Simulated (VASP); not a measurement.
# KZnF3 (a cell with a defect) in VASP: single point with PBEsol

Aim: the single point of KZnF3 (a cell with a defect) with PBEsol.

All numbers are computed with VASP 6.6.1; they aren't measurements. Logs are shortened: lines on timing, memory, paths and dates and some standing lists are left out, and cuts for length are marked.

### 1 The cell of the first run

The cell holds a defect, 40 atoms: a = 8.105 Å, b = 8.105 Å, c = 8.105 Å, α = 90.00°, β = 90.00°, γ = 90.00°.

### 2 Single point, PBEsol

Input file INCAR:

```
  ALGO = Normal
  EDIFF = 1E-6
  ENCUT = 520
  GGA = PS
  GGA_COMPAT = False
  ISIF = 2
  ISMEAR = -1
  ISYM = 0
  LASPH = True
  LCHARG = True
  LELF = True
  LREAL = Auto
  LVHAR = True
  LWAVE = False
  NBANDS = 194
  NELM = 120
  PREC = Accurate
  SIGMA = 0.05
```

Input file KPOINTS:

```
Automatic mesh
0
Gamma
  1 1 1
  0.25 0.25 0.25
```

Input file POSCAR:

```
KZnF3
1.0
    8.1045260000      0.0000000000      0.0000000000
    0.0000000000      8.1045260000      0.0000000000
    0.0000000000      0.0000000000      8.1045260000
F K Zn
24 8 8
Direct
    0.1533410000      0.9927230000      0.1272580000
    0.1949530000      0.2715520000      0.9791290000
    0.2615370000      0.7114070000      0.9802510000
    0.2433400000      0.7919080000      0.4644670000
    0.8374170000      0.2267220000      0.9925000000
    0.7087130000      0.2440930000      0.4824250000
    0.7339230000      0.7389870000      0.9818070000
    0.7517550000      0.7550790000      0.4810850000
    0.9898060000      0.2709190000      0.2774700000
    0.9923350000      0.2715390000      0.7039850000
    0.9916120000      0.7216050000      0.2356760000
    0.9995570000      0.7103070000      0.7251130000
    0.5025530000      0.2419420000      0.1849360000
    0.5500340000      0.2132320000      0.8055190000
    0.4902600000      0.7636040000      0.2326910000
    0.5086970000      0.8043770000      0.7253140000
    0.2714250000      0.1447740000      0.4125140000
    0.1887550000      0.9830310000      0.7799830000
    0.2584330000      0.4967430000      0.2553620000
    0.2987940000      0.5355450000      0.6863000000
    0.7501740000      0.9970270000      0.2335880000
    0.8332530000      0.9947870000      0.7701780000
    0.7316660000      0.4980320000      0.2232140000
    0.7240830000      0.5050780000      0.7293290000
    0.9931740000      0.9980890000      0.4667060000
    0.9907070000      0.5168560000      0.9802300000
    0.9994980000      0.5122310000      0.4806000000
    0.4950450000      0.9795420000      0.9937040000
    0.5213930000      0.9839590000      0.4664880000
    0.4960140000      0.4970260000      0.9750680000
    0.5136520000      0.5233170000      0.4616320000
    0.2887370000      0.2490210000      0.6840160000
    0.2359860000      0.2519530000      0.2119590000
    0.0246400000      0.0804470000      0.9313520000
    0.2350750000      0.7525030000      0.2197000000
    0.2483730000      0.7578980000      0.7273290000
    0.7484680000      0.2475000000      0.2308130000
    0.7613860000      0.2547640000      0.7276300000
    0.7480720000      0.7500410000      0.2256450000
    0.7562300000      0.7551790000      0.7359050000
```

Potentials or basis: VASP PAW PBE potentials, release 64 (F, K_sv, Zn).

Run with:

```bash
> cat potpaw_PBE.64/F/POTCAR potpaw_PBE.64/K_sv/POTCAR potpaw_PBE.64/Zn/POTCAR > POTCAR
> mpirun -np 1 vasp_std > vasp.out
```

OUTCAR:

```text
EDIFF = 1E-6
   ENCUT = 520
   GGA = PS
   ISIF = 2
   ISMEAR = -1
   ISYM = 0
   LASPH = True
   LREAL = Auto
   NELM = 120
   PREC = Accurate

 ion  position               nearest neighbor table
   1  0.153  0.993  0.127-  34 2.03  35 2.19  33 2.31
   2  0.195  0.272  0.979-  33 1.92  34 2.11  32 2.52  26 2.59
   3  0.262  0.711  0.980-  35 1.98  36 2.09  30 2.58  26 2.70
   4  0.243  0.792  0.464-  35 2.01  36 2.15  25 2.63  29 2.74
   5  0.837  0.227  0.992-  34 1.99  37 2.07  38 2.24  26 2.66
   6  0.709  0.244  0.482-  38 2.03  37 2.06  29 2.60  31 2.77
   7  0.734  0.739  0.982-  39 1.98  40 2.01  28 2.75  30 2.75  26 2.75
   8  0.752  0.755  0.481-  40 2.07  39 2.07  29 2.63  31 2.70  25 2.78  27 2.81
   9  0.990  0.271  0.277-  37 2.00  33 2.07  27 2.56  25 2.69
  10  0.992  0.272  0.704-  38 1.89  32 2.41  34 2.42  27 2.66
  11  0.992  0.722  0.236-  39 1.99  35 1.99  27 2.61  26 2.65
  12  1.000  0.710  0.725-  40 2.01  36 2.05  27 2.55  26 2.60
  13  0.503  0.242  0.185-  37 2.03  33 2.17  28 2.63  30 2.68
  14  0.550  0.213  0.806-  38 1.86  32 2.35  28 2.47  30 2.71
  15  0.490  0.764  0.233-  35 2.07  39 2.09  28 2.61  29 2.62  31 2.70
  16  0.509  0.804  0.725-  40 2.05  36 2.14  29 2.56  28 2.60
  17  0.271  0.145  0.413-  33 1.87  32 2.36  29 2.45  25 2.59
  18  0.189  0.983  0.780-  36 1.94  34 1.97  32 2.43
  19  0.258  0.497  0.255-  33 2.02  35 2.10  31 2.67  27 2.78
  20  0.299  0.536  0.686-  36 1.88  32 2.32  31 2.52  30 2.85
  21  0.750  0.997  0.234-  39 2.00  37 2.03  29 2.65  25 2.73  28 2.84
  22  0.833  0.995  0.770-  40 2.06  34 2.14  38 2.21  25 2.78
  23  0.732  0.498  0.223-  37 2.04  39 2.05  31 2.63  30 2.77
  24  0.724  0.505  0.729-  40 2.04  38 2.05  30 2.72  31 2.76
  25  0.993  0.998  0.467-  17 2.59   4 2.63   9 2.69  21 2.73   8 2.78  22 2.78  37 3.42  32 3.60
[... 10 lines left out ...]
  31  0.514  0.523  0.462-  20 2.52  23 2.63  19 2.67  15 2.70   8 2.70  24 2.76   6 2.77  39 3.26
                            32 3.39  29 3.73
  32  0.289  0.249  0.684-  20 2.32  14 2.35  17 2.36  10 2.41  18 2.43   2 2.52  34 3.24  29 3.36
                            31 3.39  30 3.53  27 3.57  25 3.60  28 3.72
  33  0.236  0.252  0.212-  17 1.87   2 1.92  19 2.02   9 2.07  13 2.17   1 2.31
  34  0.025  0.080  0.931-  18 1.97   5 1.99   1 2.03   2 2.11  22 2.14  10 2.42  38 3.05  32 3.24

  35  0.235  0.753  0.220-   3 1.98  11 1.99   4 2.01  15 2.07  19 2.10   1 2.19  28 3.34  26 3.37

  36  0.248  0.758  0.727-  20 1.88  18 1.94  12 2.05   3 2.09  16 2.14   4 2.15
  37  0.748  0.248  0.231-   9 2.00  13 2.03  21 2.03  23 2.04   6 2.06   5 2.07  29 3.41  25 3.42

  38  0.761  0.255  0.728-  14 1.86  10 1.89   6 2.03  24 2.05  22 2.21   5 2.24  34 3.05
  39  0.748  0.750  0.226-   7 1.98  11 1.99  21 2.00  23 2.05   8 2.07  15 2.09  31 3.26  29 3.28
                            28 3.35  26 3.38
  40  0.756  0.755  0.736-   7 2.01  12 2.01  24 2.04  16 2.05  22 2.06   8 2.07  26 3.36

IMPORTANT INFORMATION: All symmetrisations will be switched off!
NOSYMM: (Re-)initialisation of all symmetry stuff for point group C_1.
[... 162 lines left out ...]
   NUPDOWN=      -1.0000    fix difference up-down
   EMIN   =  10.00;   EMAX   =-10.00  energy-range for DOS
   EFERMI =   0.00;   METHOD = LEGACY
   ISMEAR =    -1;   SIGMA  =   0.05  broadening in eV -4-tet -1-fermi 0-gaus
   EFERMI_NEDOS =   21; number of points for ismear=-14 and -15
   IALGO  =     38    algorithm
   IMIX   =      4    mixing-type and parameters
     AMIX     =   0.40;   BMIX     =  1.00
     AMIX_MAG =   1.60;   BMIX_MAG =  1.00
  volume/ion in A,a.u.               =      13.31        89.81
  Fermi-wavevector in a.u.,A,eV,Ry     =   1.404301  2.653745 26.831535  1.972062
  Thomas-Fermi vector in A             =   2.526877
   LORBIT       =      0    0 simple, 1 ext, 2 COOP (PROOUT), +10 PAW based schemes
   GGA     = PS    functional components
   LHFCALC =     F    Hartree Fock is set to
   AEXX    =    0.0000 exact exchange contribution
   IVDW    =     0    specifies the selected vdW correction
   LEPSILON=     F    determine dielectric tensor
   LRPA    =     F    only Hartree local field effects (RPA)
 non-spin polarized calculation
  energy-cutoff  :      520.00
  volume of cell :      532.33
 maximum number of plane-waves:     14330
   NGX = 31   NGY = 31   NGZ = 31

 number of electron     336.0000009 magnetization

 Free energy of the ion-electron system (eV)
  ---------------------------------------------------
  ext. energy  EPLUGINS =         0.00000000
  ---------------------------------------------------
  free energy    TOTEN  =      -167.98640935 eV

  energy without entropy =     -167.98640935  energy(sigma->0) =     -167.98640935

 E-fermi :   0.0664     XC(G=0): -10.0936

 val. band max:       -1.2465298188   @ k =  -0.2500  -0.2500   0.2500
 cond. band min:       3.3450696809   @ k =  -0.2500  -0.2500   0.2500
 fundamental gap:      4.5915994997
 Fermi energy:         0.0664300424

 k-point     1 :       0.2500    0.2500    0.2500
  band No.  band energies     occupation
      1     -27.7469      2.00000
      2     -27.6218      2.00000
      3     -27.6150      2.00000
      4     -27.5960      2.00000
      5     -27.5930      2.00000
      6     -27.5660      2.00000
[... 721 lines left out ...]
    179       7.6298      0.00000
    180       7.8054      0.00000
 [bands above 180 left out]

------------------------ aborting loop because EDIFF is reached ----------------------------------------

  FORCE on cell =-STRESS in cart. coord.  units (eV):
  Direction    XX          YY          ZZ          XY          YZ          ZX
  --------------------------------------------------------------------------------------
  -------------------------------------------------------------------------------------
  Total        6.6285744     11.7596133      8.2479895      0.9318973     -0.8671217     -2.3092471
  in kB       19.9502277     35.3932762     24.8242322      2.8047606     -2.6098033     -6.9502134
  external PRESSURE =      26.7225787 kB  Pullay stress =       0.0000000 kB

 VOLUME and BASIS-vectors are now :
 -----------------------------------------------------------------------------
  energy-cutoff  :      520.00
  volume of cell :      532.33
      direct lattice vectors                 reciprocal lattice vectors
     8.104526000  0.000000000  0.000000000     0.123387845  0.000000000  0.000000000
     0.000000000  8.104526000  0.000000000     0.000000000  0.123387845  0.000000000
     0.000000000  0.000000000  8.104526000     0.000000000  0.000000000  0.123387845

 POSITION                                       TOTAL-FORCE (eV/Angst)
 -----------------------------------------------------------------------------------
      1.24276      8.04555      1.03137         0.010287     -0.009139      0.026073
      1.58000      2.20080      7.93538         0.008806      0.032283     -0.065471
      2.11963      5.76562      7.94447         0.005201     -0.006421     -0.034375
      1.97216      6.41804      3.76428         0.003921      0.006149      0.032216
      6.78687      1.83747      8.04374        -0.035459      0.029644     -0.003240
      5.74378      1.97826      3.90983        -0.010605      0.000900     -0.004068
[... 32 lines left out ...]
      6.06277      6.07873      1.82875        -0.013735     -0.005175      0.017718
      6.12889      6.12037      5.96416        -0.011631      0.006863     -0.018592
 -----------------------------------------------------------------------------------
    total drift:                                0.005751     -0.030182     -0.007486

  FREE ENERGIE OF THE ION-ELECTRON SYSTEM (eV)
  ---------------------------------------------------
  free  energy   TOTEN  =      -167.9864093507 eV

  energy  without entropy=     -167.9864093507  energy(sigma->0) =     -167.98640935
```

Run time: 51 min. Hardware: 1 thread of AMD EPYC, shared host; peak memory 0.61 GiB.

Results:

- Free energy: -167.9864 eV
- Pressure: 2.7 GPa
- Largest force: 0.099 eV/Å
- Band gap on the k mesh: 4.59 eV

Forces on the atoms (eV/Å):
```
F    0.010 -0.009  0.026
F    0.009  0.032 -0.065
F    0.005 -0.006 -0.034
F    0.004  0.006  0.032
F   -0.035  0.030 -0.003
F   -0.011  0.001 -0.004
F   -0.004 -0.003 -0.012
F    0.000  0.002  0.005
F    0.015  0.001  0.000
F    0.087  0.002 -0.007
F    0.001 -0.006  0.007
F    0.009 -0.002 -0.001
F   -0.031 -0.001  0.000
F   -0.083 -0.021  0.051
F    0.000 -0.004 -0.001
F   -0.017 -0.001 -0.003
F    0.014 -0.051  0.070
F    0.015  0.024 -0.011
F    0.010  0.011  0.005
F    0.022 -0.077 -0.013
F    0.009  0.006 -0.014
F   -0.002  0.013 -0.003
F   -0.004  0.005 -0.007
F   -0.006 -0.003  0.002
K   -0.008  0.003  0.006
K   -0.001  0.002 -0.003
K    0.002 -0.011  0.005
K   -0.009 -0.001  0.002
K    0.010  0.011  0.008
K   -0.003 -0.003 -0.003
K   -0.009 -0.011 -0.001
K    0.013 -0.005 -0.001
Zn   0.021  0.017 -0.031
Zn  -0.027 -0.024  0.008
Zn   0.011  0.027  0.007
Zn   0.010  0.046 -0.012
Zn  -0.013  0.003  0.003
Zn   0.009  0.000 -0.008
Zn  -0.014 -0.005  0.018
Zn  -0.012  0.007 -0.019
```

Levels at points of the mesh, in eV from the valence-band top:
```csv
k point,band 165,band 166,band 167,band 168,band 169,band 170,band 171,band 172
"(0.25, 0.25, 0.25)",-0.26,-0.15,-0.05,0.00,4.64,5.78,6.27,6.67
```

Caveat: the PAW data sets were made with another functional, which shifts forces and pressure a little.
